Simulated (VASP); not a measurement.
WC (NiAs type): single point with PBE

Crystal: WC (NiAs type).

```xyz
4
Lattice="2.9179 0.0000 0.0000 -1.4589 2.5270 0.0000 0.0000 0.0000 5.7518" Properties=species:S:1:pos:R:3 pbc="T T T"
W     0.0000    0.0000    0.0000
W     0.0000    0.0000    2.8759
C     0.0000    1.6846    1.4379
C     1.4589    0.8423    4.3138
```

```
Program                : VASP 6.6.1
Task                   : single point
Functional             : PBE
Potentials or basis    : VASP PAW PBE potentials, release 64 (W_sv, C)
Cutoff                 : 520 eV
k mesh                 : 10 × 10 × 6
Occupations            : fermi-dirac, width 0.08 eV
Spin                   : no spin polarisation
Dipole correction      : no
Further INCAR settings : ALGO = Normal; EDIFF = 1e-07; NBANDS = 26
```

```json
{
 "Pressure": "1.0 GPa",
 "Band gap on the k mesh": "zero (bands 18 and 19 overlap by 0.63 eV)"
}
```

Stress tensor (GPa, compression positive):
```
0.91 0.00 0.00
0.00 0.91 0.00
0.00 0.00 1.08
```

Levels at points of the mesh, in eV from the Fermi level:
```tsv
k point	band 14	band 15	band 16	band 17	band 18	band 19	band 20	band 21	band 22	band 23
(0.00, 0.00, 0.00)	-3.96	-0.92	-0.84	-0.84	-0.11	-0.11	0.96	0.96	2.99	2.99
(0.50, 0.00, 0.00)	-3.96	-3.85	-2.44	-1.91	-0.37	2.03	3.75	4.18	4.67	4.85
(0.00, 0.00, 0.50)	-2.90	-2.90	-2.90	0.41	0.41	0.71	0.71	0.71	0.71	5.30
(0.50, 0.00, 0.50)	-4.45	-3.06	-3.06	-1.86	-1.86	3.94	3.94	4.10	4.10	5.85
```

It took 42 s on 1 thread of Intel(R) Xeon(R) Platinum 8488C (Sapphire Rapids), with other jobs on the host, peak memory 0.2 GiB.

Caveat: spin-orbit coupling is left out, which moves the levels of the heavy elements.
